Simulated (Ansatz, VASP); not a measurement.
Two plane-wave programs on Sc2W

```
Sc W
1.0
     4.86832    0.00000    0.00000
    -2.43416    4.21609    0.00000
     0.00000    0.00000    2.83726
Sc W
2 1
Direct
  0.33333 0.66667 0.50000
  0.66667 0.33333 0.50000
  0.00000 0.00000 0.00000
```

Alike in both runs: functional PBE; k mesh 6 × 6 × 6; occupations gaussian, width 0.1 eV; no spin polarisation.

Ansatz relaxed the structure, and its values are those at the end. VASP's run is a single point on that final structure, the one shown.

|  | VASP | Ansatz |
| --- | --- | --- |
| version | VASP 6.6.1 | Ansatz 0.2.0 |
| potentials or method | VASP PAW PBE potentials, release 64 (Sc_sv, W_sv), cutoff 520 eV | scalar-relativistic, plane waves, PAW |
| valence electrons in the cell | 36 | 36 |

Ansatz gave:

* gap on the k mesh at the Fermi level (eV): none
* pressure (GPa): 0.1

Problem. Which values does VASP return?

Solution. gap on the k mesh at the Fermi level (eV): none; pressure (GPa): 0.3.

A gap of «none» marks a metal or a gap that the smearing closes.

The k mesh is coarse, so the values compare programs but aren't converged. Neither program's run includes spin-orbit coupling.
